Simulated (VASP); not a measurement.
# Al3Cu (P4/mmm) in VASP: notebook

Runs on Al3Cu. Level: PBEsol. Tasks: relaxation of cell and atoms, single point.

Program: VASP 6.6.1. These are calculated values, not measurements. Logs are shortened: lines on timing, memory, paths and dates and some standing lists are left out, and cuts for length are marked.

## Step 1: The cell of the first run

It takes space group P4/mmm (No. 123, tetragonal). The conventional cell has a = 2.778 Å, b = 2.778 Å, c = 7.513 Å, α = 90.00°, β = 90.00°, γ = 90.00°. Within 4.0 Å of Al (site symmetry 4/mmm) lie 16 Al at 2.78 to 3.93 Å and 2 Cu at 3.76 Å. Al (site symmetry 4mm) has 4 Cu at 2.60 Å and 9 Al at 2.78 to 3.40 Å within 3.4 Å. Cu (site symmetry 4/mmm) has 8 Al at 2.60 Å and 4 Cu at 2.78 Å within 3.4 Å.

## Step 2: Relaxation of cell and atoms, PBEsol

The input, INCAR:

```
SYSTEM = Al3Cu
  PREC = Accurate
  ENCUT = 600
  EDIFF = 1E-6
  ISMEAR = 0
  SIGMA = 0.1
  LREAL = .False.
  LASPH = .True.
  NELM = 60
  ALGO = Fast
  ISIF = 3
  LWAVE = .False.
  LCHARG = .False.
  GGA = PS
  IBRION = 2
  NSW = 100
  EDIFFG = -0.005
```

The input, KPOINTS:

```
Automatic mesh
0
Gamma
  16 16 6
  0 0 0
```

The input, POSCAR:

```
Al3Cu
1.0
    2.7784054294      0.0000000000      0.0000000000
    0.0000000000      2.7784054294      0.0000000000
    0.0000000000      0.0000000000      7.5134034100
Al Cu
3 1
Direct
    0.0000000000      0.0000000000      0.5000000000
    0.5000000000      0.5000000000      0.2261155100
    0.5000000000      0.5000000000      0.7738844900
    0.0000000000      0.0000000000      0.0000000000
```

Potentials or basis: VASP PAW PBE potentials, release 64 (Al, Cu).

Launch:

```console
$ cat potpaw_PBE.64/Al/POTCAR potpaw_PBE.64/Cu/POTCAR > POTCAR
$ mpirun -np 1 vasp_std > vasp.out
```

OUTCAR:

```text
SYSTEM = Al3Cu
   PREC = Accurate
   ENCUT = 600
   EDIFF = 1E-6
   ISMEAR = 0
   LREAL = .False.
   LASPH = .True.
   NELM = 60
   ISIF = 3
   GGA = PS
   IBRION = 2
   NSW = 100
   EDIFFG = -0.005

 ion  position               nearest neighbor table
   1  0.000  0.000  0.500-   2 2.85   3 2.85   2 2.85   3 2.85   2 2.85   3 2.85   2 2.85   3 2.85

   2  0.500  0.500  0.226-   4 2.60   4 2.60   4 2.60   4 2.60   1 2.85   1 2.85   1 2.85   1 2.85

   3  0.500  0.500  0.774-   4 2.60   4 2.60   4 2.60   4 2.60   1 2.85   1 2.85   1 2.85   1 2.85

   4  0.000  0.000  0.000-   2 2.60   3 2.60   2 2.60   3 2.60   2 2.60   3 2.60   2 2.60   3 2.60

  LATTYP: Found a simple tetragonal cell.
 ALAT       =     2.7784054294
 C/A-ratio  =     2.7042141980

  Lattice vectors:

 A1 = (   2.7784054294,   0.0000000000,   0.0000000000)
 A2 = (   0.0000000000,   2.7784054294,   0.0000000000)
 A3 = (   0.0000000000,   0.0000000000,   7.5134034100)

Analysis of symmetry for initial positions (statically):
=====================================================================
 Subroutine PRICEL returns:
 Original cell was already a primitive cell.

 Routine SETGRP: Setting up the symmetry group for a
 simple tetragonal supercell.

 Subroutine GETGRP returns: Found 16 space group operations
 (whereof 16 operations were pure point group operations)
 out of a pool of 16 trial point group operations.

The static configuration has the point symmetry D_4h.

Analysis of symmetry for dynamics (positions and initial velocities):
=====================================================================
 Subroutine PRICEL returns:
 Original cell was already a primitive cell.

 Routine SETGRP: Setting up the symmetry group for a
 simple tetragonal supercell.

 Subroutine GETGRP returns: Found 16 space group operations
 (whereof 16 operations were pure point group operations)
 out of a pool of 16 trial point group operations.

The dynamic configuration has the point symmetry D_4h.

 Subroutine INISYM returns: Found 16 space group operations
 (whereof 16 operations are pure point group operations),
 and found     1 'primitive' translations

----------------------------------------------------------------------------------------

                                     Primitive cell

  volume of cell :      58.0000

  direct lattice vectors                    reciprocal lattice vectors
     2.778405429  0.000000000  0.000000000     0.359918675  0.000000000  0.000000000
     0.000000000  2.778405429  0.000000000     0.000000000  0.359918675  0.000000000
     0.000000000  0.000000000  7.513403410     0.000000000  0.000000000  0.133095476

[... 122 lines left out ...]
  energy-cutoff  :      600.00
  volume of cell :       58.00
 maximum number of plane-waves:      1974
 NGX is ok and might be reduce to    24
   NGX = 11   NGY = 11   NGZ = 31

--------------------------------------- Ionic step        1  -------------------------------------------

 number of electron      20.0000017 magnetization

 Free energy of the ion-electron system (eV)
  ---------------------------------------------------
  ext. energy  EPLUGINS =         0.00000000
  ---------------------------------------------------
  free energy    TOTEN  =       -16.94724243 eV

  energy without entropy =      -16.93763617  energy(sigma->0) =      -16.94243930

------------------------ aborting loop because EDIFF is reached ----------------------------------------

  FORCE on cell =-STRESS in cart. coord.  units (eV):
  Direction    XX          YY          ZZ          XY          YZ          ZX
  --------------------------------------------------------------------------------------
  -------------------------------------------------------------------------------------
  Total        0.3096337      0.3096337      0.6162085      0.0000000     -0.0000000     -0.0000000
  in kB        8.5532452      8.5532452     17.0219903      0.0000000     -0.0000000     -0.0000000
  external PRESSURE =      11.3761602 kB  Pullay stress =       0.0000000 kB
[... 95 lines left out ...]
  FREE ENERGIE OF THE ION-ELECTRON SYSTEM (eV)
  ---------------------------------------------------
  free  energy   TOTEN  =       -16.9539587411 eV

  energy  without entropy=      -16.9447311587  energy(sigma->0) =      -16.94934495

[... ionic steps 4 to 13 ...]

--------------------------------------- Ionic step       14  -------------------------------------------

 number of electron      20.0000007 magnetization

------------------------ aborting loop because EDIFF is reached ----------------------------------------
[... 71 lines left out ...]
--------------------------------------- Ionic step       16  -------------------------------------------

 number of electron      20.0000006 magnetization

 Free energy of the ion-electron system (eV)
  ---------------------------------------------------
  ext. energy  EPLUGINS =         0.00000000
  ---------------------------------------------------
  free energy    TOTEN  =       -16.95924309 eV

  energy without entropy =      -16.95093073  energy(sigma->0) =      -16.95508691

 E-fermi :   8.3943     XC(G=0): -10.9354

 val. band max:        8.3891509593   @ k =   0.3750   0.3125   0.1667
 cond. band min:       8.4005312878   @ k =   0.3125   0.1875   0.3333
 fundamental gap:      0.0113803286
 Fermi energy:         8.3943019316

 k-point     1 :       0.0000    0.0000    0.0000
  band No.  band energies     occupation
      1      -2.8129      2.00000
      2      -0.4099      2.00000
      3      -0.1240      2.00000
      4       3.8568      2.00000
      5       3.9370      2.00000
      6       4.7356      2.00000
      7       4.7356      2.00000
      8       5.1269      2.00000
      9       6.5677      2.00000
     10       8.8440      0.00000
     11      14.7752      0.00000
     12      15.0172      0.00000
     13      15.0172      0.00000
     14      16.3019      0.00000
[... 377 lines left out ...]
      1       1.9902      2.00000
      2       2.1239      2.00000
      3       2.8325      2.00000
      4       3.9700      2.00000
      5       4.0494      2.00000
      6       4.1038      2.00000
      7       4.7877      2.00000
      8       5.0225      2.00000
      9       5.1564      2.00000
     10       6.1796      2.00000
     11       6.5532      2.00000
     12      11.3843      0.00000
     13      12.4394      0.00000
     14      12.5820      0.00000

 [... further k-points ...]
[... 5 lines left out ...]
  --------------------------------------------------------------------------------------
  -------------------------------------------------------------------------------------
  Total        0.0190003      0.0190003      0.0149115      0.0000000      0.0000000      0.0000000
  in kB        0.5172323      0.5172323      0.4059258      0.0000000      0.0000000      0.0000000
  external PRESSURE =       0.4801301 kB  Pullay stress =       0.0000000 kB
[... 19 lines left out ...]
  FREE ENERGIE OF THE ION-ELECTRON SYSTEM (eV)
  ---------------------------------------------------
  free  energy   TOTEN  =       -16.9592430934 eV

  energy  without entropy=      -16.9509307325  energy(sigma->0) =      -16.95508691

 reached required accuracy - stopping structural energy minimisation
```

OSZICAR:

```text
N       E                     dE             d eps       ncg     rms          rms(c)
DAV:   1     0.815071985177E+02    0.81507E+02   -0.93630E+03  5040   0.167E+03
DAV:   2    -0.149624976763E+02   -0.96470E+02   -0.92315E+02  5166   0.270E+02
DAV:   3    -0.199741670558E+02   -0.50117E+01   -0.48483E+01  7098   0.640E+01
[... 150 lines left out ...]
       N       E                     dE             d eps       ncg     rms          rms(c)
DAV:   1    -0.169592495555E+02   -0.61952E-05   -0.10097E-04  6248   0.285E-01    0.221E-02
RMM:   2    -0.169592497379E+02   -0.18245E-06   -0.83165E-05  5020   0.163E-01    0.168E-02
RMM:   3    -0.169592431928E+02    0.65452E-05   -0.22117E-05  4689   0.102E-01    0.463E-03
RMM:   4    -0.169592430934E+02    0.99333E-07   -0.10954E-06  2675   0.910E-03
  16 F= -.16959243E+02 E0= -.16955087E+02  d E =-.752318E-06
```

CONTCAR:

```text
Al3Cu
   1.00000000000000
     2.7813755082712279    0.0000000000000000    0.0000000000000000
    -0.0000000000000000    2.7813755082712279   -0.0000000000000000
     0.0000000000000000   -0.0000000000000000    7.6079152622317201
  Al              Cu
     3     1
Direct
     0.0000000000000000    0.0000000000000000    0.5000000000000000
     0.5000000000000000    0.5000000000000000    0.2210264618293962
     0.5000000000000000    0.5000000000000000    0.7789735381706038
     0.0000000000000000    0.0000000000000000    0.0000000000000000

  0.00000000E+00  0.00000000E+00  0.00000000E+00
  0.00000000E+00  0.00000000E+00  0.00000000E+00
  0.00000000E+00  0.00000000E+00  0.00000000E+00
  0.00000000E+00  0.00000000E+00  0.00000000E+00
```

Wall time 18 min (1 thread of Intel Xeon 8259CL, shared host); peak memory 0.34 GiB.

Results:

- Free energy: -16.9592 eV
- Relaxed volume: 14.71 Å³/atom
- Relaxed cell: a = 2.781 Å, b = 2.781 Å, c = 7.608 Å, α = 90.00°, β = 90.00°, γ = 90.00°
- Space group after relaxing (to 0.1 Å): P4/mmm (No. 123)
- Energy gained by relaxing: 3.0 meV/atom
- Ionic steps: 16
- Pressure after relaxing: 0.0 GPa
- Largest force after relaxing: 0.004 eV/Å
- Band gap on the k mesh: zero (bands 10 and 11 overlap by 6.08 eV)

Forces in eV/Å, atoms in the order of the input:
```
Al   0.000  0.000  0.000
Al   0.000  0.000  0.004
Al   0.000  0.000 -0.004
Cu   0.000  0.000  0.000
```

The path:
| step | energy change (eV) | largest force (eV/Å) | pressure (GPa) | volume (Å³) |
| --- | --- | --- | --- | --- |
| 1 | 0.0000 | 0.2020 | 1.14 | 58.00 |
| 2 | -0.0065 | 0.1675 | -0.24 | 58.87 |
| 3 | -0.0067 | 0.1561 | -0.89 | 59.19 |
| 4 | -0.0068 | 0.1604 | -0.60 | 59.07 |
| 5 | -0.0106 | 0.0866 | -0.08 | 58.94 |
| 6 | -0.0117 | 0.0400 | 0.01 | 58.86 |
| 7 | -0.0111 | 0.0568 | 0.63 | 58.70 |
| 8 | -0.0119 | 0.0136 | 0.21 | 58.81 |
| 9 | -0.0119 | 0.0012 | -0.29 | 58.99 |
| 10 | -0.0120 | 0.0092 | -0.04 | 58.88 |
| 11 | -0.0120 | 0.0025 | -0.08 | 58.87 |
| 12 | -0.0120 | 0.0030 | -0.07 | 58.87 |
| 13 | -0.0120 | 0.0062 | 0.13 | 58.80 |
| 14 | -0.0120 | 0.0039 | 0.29 | 58.85 |
| 15 | -0.0120 | 0.0033 | -0.06 | 58.86 |
| 16 | -0.0120 | 0.0036 | 0.05 | 58.86 |

Final structure:
```yaml
crystal:
  lattice:
    - [2.78138, 0.00000, 0.00000]
    - [0.00000, 2.78138, 0.00000]
    - [0.00000, 0.00000, 7.60792]
  atoms:
    - { symbol: Al, position: [0.00000, 0.00000, 0.50000] }
    - { symbol: Al, position: [0.50000, 0.50000, 0.22103] }
    - { symbol: Al, position: [0.50000, 0.50000, 0.77897] }
    - { symbol: Cu, position: [0.00000, 0.00000, 0.00000] }
```

Caveat: the PAW data sets were made with another functional, which shifts forces and pressure a little.

(Part 1 of 2 ends here.)

The gap in the log of VASP goes by the Fermi energy; the results here count the filled bands.